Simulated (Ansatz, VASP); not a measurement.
# W in VASP and in Ansatz

```
W
1.0
    -1.58234    1.58234    1.58234
     1.58234   -1.58234    1.58234
     1.58234    1.58234   -1.58234
W
1
Cartesian
  0.0000 0.0000 0.0000
```

Alike in both runs: functional PBE-based screened hybrid; k mesh 6 × 6 × 6; occupations fermi-dirac, width 0.05 eV; no spin polarisation.

|  | VASP | Ansatz |
| --- | --- | --- |
| version | VASP 6.6.1 | Ansatz 0.2.0 |
| potentials or method | VASP PAW PBE potentials, release 64 (W_sv) | Ansatz PAW |
| plane-wave cutoff (eV) | 400 | 420 |
| valence electrons in the cell | 14 | 14 |
| task | single point | band structure |

Ansatz gave:

| Quantity | Value |
| --- | --- |
| gap on the k mesh at the Fermi level (eV) | none |
| pressure (GPa) | -2.9 |

**Question.** What did VASP give for the same quantities?

**Answer.** gap on the k mesh at the Fermi level (eV): none; pressure (GPa): -3.3.

VASP's potentials were made for PBE, not for PBE-based screened hybrid. A gap of «none» marks a metal or a gap that the smearing closes. With one functional, cell and mesh, what is left measures potentials, basis and numerics.

The k mesh is coarse, so the values compare programs but aren't converged. Neither program's run includes spin-orbit coupling.
